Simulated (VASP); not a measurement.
Input of a VASP 6.6.1 run:

The input INCAR:

```
SYSTEM = ZrC
  PREC = Accurate
  ENCUT = 600
  EDIFF = 1E-6
  ISMEAR = 0
  SIGMA = 0.1
  LREAL = .False.
  LASPH = .True.
  NELM = 100
  ALGO = Normal
  ISIF = 3
  LWAVE = .False.
  LCHARG = .False.
  GGA = PE
  IBRION = 2
  NSW = 100
  EDIFFG = -0.005
```

File KPOINTS:

```
regular mesh
0
Gamma
  12 12 6
  0 0 0
```

The input POSCAR:

```
ZrC
1.0
    3.3446150000      0.0000000000      0.0000000000
   -1.6723080000      2.8965220000      0.0000000000
    0.0000000000      0.0000000000      8.1926000000
Zr C
3 3
Direct
    0.0000000000      0.0000000000      0.0000000000
    0.3333333300      0.6666666700      0.3333333300
    0.6666666700      0.3333333300      0.6666666700
    0.6666666700      0.3333333300      0.1666666700
    0.0000000000      0.0000000000      0.5000000000
    0.3333333300      0.6666666700      0.8333333300
```

Potentials or basis: VASP PAW PBE potentials, release 64 (Zr_sv, C).

Run with:

```console
$ cat potpaw_PBE.64/Zr_sv/POTCAR potpaw_PBE.64/C/POTCAR > POTCAR
$ mpirun -np 1 vasp_std > vasp.out
```

What does it give for the relaxed cell?

a = 3.331 Å, b = 3.331 Å, c = 8.157 Å, α = 90.00°, β = 90.00°, γ = 120.00°.

What does it give for the relaxed volume?

13.06 Å³/atom.

Final structure:
```
CELL_PARAMETERS angstrom
3.33079 0.00000 0.00000
-1.66539 2.88455 0.00000
0.00000 0.00000 8.15697
ATOMIC_POSITIONS crystal
Zr 0.00000 0.00000 0.00000
Zr 0.33333 0.66667 0.33333
Zr 0.66667 0.33333 0.66667
C 0.66667 0.33333 0.16667
C 0.00000 0.00000 0.50000
C 0.33333 0.66667 0.83333
```
